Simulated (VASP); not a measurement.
Here is a VASP 6.6.1 calculation.

INCAR

```
ALGO = Normal ; DIPOL = 0.5 0.5 0.311
EDIFF = 1E-7 ; ENCUT = 520
GGA = PE ; IDIPOL = 3
ISIF = 2 ; ISMEAR = 0
LASPH = True ; LCHARG = True
LDIPOL = True ; LELF = True
LREAL = False ; LVACPOTAV = True
LVHAR = True ; LWAVE = False
NBANDS = 36 ; NELM = 80
PREC = Accurate ; SIGMA = 0.1
```

File KPOINTS:

```
k-points
0
Gamma
  9 9 1
```

File POSCAR:

```
Ge
1.0
    4.0740542171      0.0000000000      0.0000000000
   -2.0370271085      3.5282344484      0.0000000000
    0.0000000000      0.0000000000     19.7403205846
Ge
4
Direct
    0.3333333333      0.6666666667      0.2026309544
    0.0000000000      0.0000000000      0.2447585800
    0.0000000000      0.0000000000      0.3792011874
    0.6666666667      0.3333333333      0.4174360061
```

Potentials or basis: VASP PAW PBE potentials, release 64 (Ge_d).

Launch:

```console
$ cat potpaw_PBE.64/Ge_d/POTCAR > POTCAR
$ mpirun -np 1 vasp_std > vasp.out
```

Question: Predict the band gap on the k mesh.

Answer: Zero (band 28 reaches -1.63 eV, above the bottom of band 29 at -1.73 eV).

Question: Predict the largest force.

Answer: 0.283 eV/Å.

Forces on the atoms (eV/Å):
```
Ge   0.000  0.000  0.278
Ge   0.000  0.000 -0.283
Ge   0.000  0.000 -0.007
Ge   0.000  0.000  0.013
```
